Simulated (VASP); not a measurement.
# Ca (Fm-3m) in VASP: notebook

The runs below take Ca through single point, with PBE, r2SCAN.

Everything below comes from runs of VASP 6.6.1. Logs are shortened: lines on timing, memory, paths and dates and some standing lists are left out, and cuts for length are marked.

### 1 The cell of the first run

Symmetry: Fm-3m, No. 225, cubic system. The conventional cell has a = 5.662 Å, b = 5.662 Å, c = 5.662 Å, α = 90.00°, β = 90.00°, γ = 90.00°. Within 5.3 Å of Ca (site symmetry m-3m) lie 12 Ca at 4.00 Å.

### 2 Single point, PBE

INCAR reads:

```
PREC = Accurate
ENCUT = 520
EDIFF = 1E-6
ISMEAR = -1
SIGMA = 0.05
LREAL = F
LASPH = T
NELM = 100
ALGO = Normal
ISIF = 2
LWAVE = F
LCHARG = T
GGA = PE
LELF = T
LVHAR = T
NBANDS = 11
```

KPOINTS reads:

```
Automatic mesh
0
Gamma
  8 8 8
```

POSCAR reads:

```
Ca
1.0
    0.0000000000      2.8309700062      2.8309700062
    2.8309700062      0.0000000000      2.8309700062
    2.8309700062      2.8309700062      0.0000000000
Ca
1
Direct
    0.0000000000      0.0000000000      0.0000000000
```

Potentials or basis: VASP PAW PBE potentials, release 64 (Ca_sv).

Command:

```sh
> cat potpaw_PBE.64/Ca_sv/POTCAR > POTCAR
> mpirun -np 1 vasp_std > vasp.out
```

OUTCAR:

```text
PREC = Accurate
   ENCUT = 520
   EDIFF = 1E-6
   ISMEAR = -1
   LREAL = F
   LASPH = T
   NELM = 100
   ISIF = 2
   GGA = PE

 ion  position               nearest neighbor table
   1  0.000  0.000  0.000-

  LATTYP: Found a face centered cubic cell.
 ALAT       =     5.6619400124

  Lattice vectors:

 A1 = (   0.0000000000,   2.8309700062,   2.8309700062)
 A2 = (   2.8309700062,   0.0000000000,   2.8309700062)
 A3 = (   2.8309700062,   2.8309700062,   0.0000000000)

Analysis of symmetry for initial positions (statically):
=====================================================================
 Subroutine PRICEL returns:
 Original cell was already a primitive cell.

 Routine SETGRP: Setting up the symmetry group for a
 face centered cubic supercell.

 Subroutine GETGRP returns: Found 48 space group operations
 (whereof 48 operations were pure point group operations)
 out of a pool of 48 trial point group operations.

The static configuration has the point symmetry O_h .

Analysis of symmetry for dynamics (positions and initial velocities):
=====================================================================
 Subroutine PRICEL returns:
 Original cell was already a primitive cell.

 Routine SETGRP: Setting up the symmetry group for a
 face centered cubic supercell.

 Subroutine GETGRP returns: Found 48 space group operations
 (whereof 48 operations were pure point group operations)
 out of a pool of 48 trial point group operations.

The dynamic configuration has the point symmetry O_h .

 Subroutine INISYM returns: Found 48 space group operations
 (whereof 48 operations are pure point group operations),
 and found     1 'primitive' translations

----------------------------------------------------------------------------------------

                                     Primitive cell

  volume of cell :      45.3770

  direct lattice vectors                    reciprocal lattice vectors
     0.000000000  2.830970006  2.830970006    -0.176617908  0.176617908  0.176617908
     2.830970006  0.000000000  2.830970006     0.176617908 -0.176617908  0.176617908
     2.830970006  2.830970006  0.000000000     0.176617908  0.176617908 -0.176617908

  length of vectors
     4.003596177  4.003596177  4.003596177     0.305911190  0.305911190  0.305911190

  position of ions in fractional coordinates (direct lattice)
     0.000000000  0.000000000  0.000000000

  ion indices of the primitive-cell ions
   primitive index   ion index
                 1           1

----------------------------------------------------------------------------------------

 KPOINTS: Automatic mesh

Automatic generation of k-mesh.
 Grid dimensions read from file:
 generate k-points for:    8    8    8

 Generating k-lattice:

  Cartesian coordinates                     Fractional coordinates (reciprocal lattice)
    -0.022077238  0.022077238  0.022077238     0.125000000  0.000000000  0.000000000
     0.022077238 -0.022077238  0.022077238     0.000000000  0.125000000  0.000000000
     0.022077238  0.022077238 -0.022077238     0.000000000  0.000000000  0.125000000

  Length of vectors
     0.038238899  0.038238899  0.038238899

  Shift w.r.t. Gamma in fractional coordinates (k-lattice)
     0.000000000  0.000000000  0.000000000

 Subroutine IBZKPT returns following result:
 ===========================================

 Found     29 irreducible k-points:

 Following reciprocal coordinates:
            Coordinates               Weight
  0.000000  0.000000  0.000000      1.000000
  0.125000  0.000000  0.000000      8.000000
  0.250000  0.000000  0.000000      8.000000
  0.375000  0.000000  0.000000      8.000000
  0.500000  0.000000  0.000000      4.000000
  0.125000  0.125000  0.000000      6.000000
[... 16 lines left out ...]
  0.500000  0.250000  0.125000     48.000000
 -0.375000  0.250000  0.125000     24.000000
 [... further k-points ...]
   k-points           NKPTS =     29   k-points in BZ     NKDIM =     29   number of bands    NBANDS=     11
   number of dos      NEDOS =    301   number of ions     NIONS =      1
   total plane-waves  NPLWV =  27000
   dimension x,y,z NGX =    30 NGY =   30 NGZ =   30
   dimension x,y,z NGXF=    60 NGYF=   60 NGZF=   60
   ions per type =               1
   NGX,Y,Z   is equivalent  to a cutoff of  12.46, 12.46, 12.46 a.u.
   NGXF,Y,Z  is equivalent  to a cutoff of  24.91, 24.91, 24.91 a.u.
 SYSTEM =  unknown system
   PREC   = accura    normal or accurate (medium, high low for compatibility)
   ISTART =      0    job   : 0-new  1-cont  2-samecut
   ICHARG =      2    charge: 1-file 2-atom 10-const
   ISPIN  =      1    spin polarized calculation?
   LNONCOLLINEAR =      F non collinear calculations
   LSORBIT =      F    spin-orbit coupling
   LASPH  =      T    aspherical Exc in radial PAW
   ENCUT  =  520.0 eV  38.22 Ry    6.18 a.u.   7.44  7.44  7.44*2*pi/ulx,y,z
   NELM   =    100;   NELMIN=  2; NELMDL= -5     # of ELM steps
   EDIFF  = 0.1E-05   stopping-criterion for ELM
   LREAL  =      F    real-space projection
   EDIFFG = 0.1E-04   stopping-criterion for IOM
   NSW    =      0    number of steps for IOM
   IBRION =     -1    ionic relax: 0-MD 1-quasi-New 2-CG
   NFREE  =      0    steps in history (QN), initial steepest desc. (CG)
   ISIF   =      2    stress and relaxation
   ISYM   =      2    0-nonsym 1-usesym 2-fastsym
   POTIM  = 0.5000    time-step for ionic-motion
   TEBEG  =    0.0;   TEEND  =   0.0 temperature during run
   PSTRESS=    0.0 pullay stress
   NELECT =      10.0000    total number of electrons
   NUPDOWN=      -1.0000    fix difference up-down
   EMIN   =  10.00;   EMAX   =-10.00  energy-range for DOS
   EFERMI =   0.00;   METHOD = LEGACY
   ISMEAR =    -1;   SIGMA  =   0.05  broadening in eV -4-tet -1-fermi 0-gaus
   EFERMI_NEDOS =   21; number of points for ismear=-14 and -15
   IALGO  =     38    algorithm
   IMIX   =      4    mixing-type and parameters
     AMIX     =   0.40;   BMIX     =  1.00
     AMIX_MAG =   1.60;   BMIX_MAG =  1.00
  volume/ion in A,a.u.               =      45.38       306.22
  Fermi-wavevector in a.u.,A,eV,Ry     =   0.988848  1.868652 13.304055  0.977820
  Thomas-Fermi vector in A             =   2.120404
   LORBIT       =      0    0 simple, 1 ext, 2 COOP (PROOUT), +10 PAW based schemes
   GGA     = PE    functional components
   LHFCALC =     F    Hartree Fock is set to
   AEXX    =    0.0000 exact exchange contribution
   IVDW    =     0    specifies the selected vdW correction
   LEPSILON=     F    determine dielectric tensor
   LRPA    =     F    only Hartree local field effects (RPA)
 non-spin polarized calculation
  energy-cutoff  :      520.00
  volume of cell :       45.38
 maximum number of plane-waves:      1243
 NGX is ok and might be reduce to    30
   NGX = 15   NGY = 15   NGZ = 15

 number of electron      10.0000001 magnetization

 Free energy of the ion-electron system (eV)
  ---------------------------------------------------
  ext. energy  EPLUGINS =         0.00000000
  ---------------------------------------------------
  free energy    TOTEN  =        -1.92390736 eV

  energy without entropy =       -1.91151501  energy(sigma->0) =       -1.91771119

 E-fermi :   1.6387     XC(G=0):  -7.5143

 val. band max:        1.5885571041   @ k =  -0.3750   0.2500   0.1250
 cond. band min:       1.6862612780   @ k =   0.5000   0.1250   0.0000
 fundamental gap:      0.0977041739
 Fermi energy:         1.6387354876

 k-point     1 :       0.0000    0.0000    0.0000
  band No.  band energies     occupation
      1     -40.5015      2.00000
      2     -21.4260      2.00000
      3     -21.4260      2.00000
      4     -21.4260      2.00000
      5      -2.2146      2.00000
      6       3.9211      0.00000
      7       3.9211      0.00000
      8       3.9211      0.00000
      9       4.9026      0.00000
     10       4.9026      0.00000
     11      10.4890      0.00000

 k-point     2 :       0.1250    0.0000    0.0000
  band No.  band energies     occupation
      1     -40.5001      2.00000
      2     -21.4416      2.00000
      3     -21.4282      2.00000
      4     -21.4282      2.00000
      5      -1.9645      2.00000
      6       3.6665      0.00000
      7       4.0044      0.00000
      8       4.0044      0.00000
      9       4.8380      0.00000
     10       4.8380      0.00000
     11      10.4807      0.00000

 k-point     3 :       0.2500    0.0000    0.0000
  band No.  band energies     occupation
      1     -40.4967      2.00000
      2     -21.4790      2.00000
      3     -21.4335      2.00000
      4     -21.4335      2.00000
      5      -1.2498      2.00000
      6       3.0574      0.00000
      7       4.0459      0.00000
      8       4.0459      0.00000
      9       4.9145      0.00000
     10       4.9145      0.00000
     11       8.5994      0.00000

 k-point     4 :       0.3750    0.0000    0.0000
  band No.  band energies     occupation
      1     -40.4933      2.00000
      2     -21.5159      2.00000
      3     -21.4387      2.00000
      4     -21.4387      2.00000
      5      -0.1925      2.00000
      6       2.2484      0.00001
      7       3.8979      0.00000
      8       3.8979      0.00000
      9       5.3021      0.00000
     10       5.3021      0.00000
     11       7.0712      0.00000
[... 239 lines left out ...]
 k-point    22 :       0.3750    0.2500    0.1250
  band No.  band energies     occupation
      1     -40.4942      2.00000
      2     -21.4882      2.00000
      3     -21.4528      2.00000
      4     -21.4401      2.00000
      5      -0.6464      2.00000
      6       2.8655      0.00000
      7       3.5833      0.00000
      8       4.4307      0.00000
      9       4.5520      0.00000
     10       5.3903      0.00000
     11       8.5991      0.00000

 k-point    23 :       0.5000    0.2500    0.1250
  band No.  band energies     occupation
      1     -40.4915      2.00000
      2     -21.5082      2.00000
      3     -21.4645      2.00000
      4     -21.4463      2.00000
      5       0.3586      2.00000
      6       2.3704      0.00000
      7       3.2000      0.00000
      8       4.2845      0.00000
      9       5.0655      0.00000
     10       5.7320      0.00000
     11       7.0494      0.00000

 k-point    24 :      -0.3750    0.2500    0.1250
  band No.  band energies     occupation
      1     -40.4903      2.00000
      2     -21.5168      2.00000
      3     -21.4681      2.00000
      4     -21.4497      2.00000
      5       1.3529      1.99344
      6       1.5886      1.46352
      7       3.1428      0.00000
      8       4.1951      0.00000
      9       5.3777      0.00000
     10       5.8904      0.00000
     11       6.2467      0.00000

 [... further k-points ...]
[... 5 lines left out ...]
  --------------------------------------------------------------------------------------
  -------------------------------------------------------------------------------------
  Total       -0.3124309     -0.3124309     -0.3124309      0.0000000     -0.0000000     -0.0000000
  in kB      -11.0313509    -11.0313509    -11.0313509      0.0000000     -0.0000000     -0.0000000
  external PRESSURE =     -11.0313509 kB  Pullay stress =       0.0000000 kB

 VOLUME and BASIS-vectors are now :
 -----------------------------------------------------------------------------
  energy-cutoff  :      520.00
  volume of cell :       45.38
      direct lattice vectors                 reciprocal lattice vectors
     0.000000000  2.830970006  2.830970006    -0.176617908  0.176617908  0.176617908
     2.830970006  0.000000000  2.830970006     0.176617908 -0.176617908  0.176617908
     2.830970006  2.830970006  0.000000000     0.176617908  0.176617908 -0.176617908

 POSITION                                       TOTAL-FORCE (eV/Angst)
 -----------------------------------------------------------------------------------
      0.00000      0.00000      0.00000         0.000000      0.000000      0.000000
 -----------------------------------------------------------------------------------
    total drift:                               -0.000000     -0.000000     -0.000000

  FREE ENERGIE OF THE ION-ELECTRON SYSTEM (eV)
  ---------------------------------------------------
  free  energy   TOTEN  =        -1.9239073581 eV

  energy  without entropy=       -1.9115150128  energy(sigma->0) =       -1.91771119
```

It took 19 s on 1 thread of AMD EPYC 7R13, shared host; peak memory 0.14 GiB.

Results:

```yaml
Free_energy: -1.9239 eV
Pressure: -1.1 GPa
Band_gap_on_the_k_mesh: zero (bands 5 and 6 overlap by 0.45 eV)
```

[end of part 1 of 2]
